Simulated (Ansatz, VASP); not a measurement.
# Two plane-wave programs on Al2Zn

```
Al Zn
1.0
     3.00006    0.00000    0.00000
    -1.50003    2.59812    0.00000
     0.00000    0.00000    6.75013
Al Zn
2 1
Cartesian
  0.0000 1.7321 2.2155
  1.5000 0.8660 4.5346
  0.0000 0.0000 0.0000
```

Alike in both runs: task single point; functional LDA; k mesh 18 × 18 × 8; occupations gaussian, width 0.15 eV; no spin polarisation.

|  | VASP | Ansatz |
| --- | --- | --- |
| version | VASP 6.6.1 | Ansatz 0.2.0 |
| potentials or method | VASP PAW LDA potentials, release 64 (Al, Zn), cutoff 520 eV | scalar-relativistic, plane waves, PAW |
| valence electrons in the cell | 18 | 18 |

```csv
,VASP,Ansatz,Ansatz less VASP
gap on the k mesh at the Fermi level (eV),none,none,-
pressure (GPa),-8.6,-8.9,-0.21
"traceless stress, the component that is largest in VASP (GPa)",-0.12,-0.15,-0.035
rms of the force components (eV/Å),0.013,0.017,+0.0041
```

LDA's correlation is that of Perdew and Zunger in VASP and of Perdew and Wang (1992) in Ansatz. Atom by atom the forces differ by 0.004 eV/Å (rms over components). A gap of «none» marks a metal or a gap that the smearing closes.
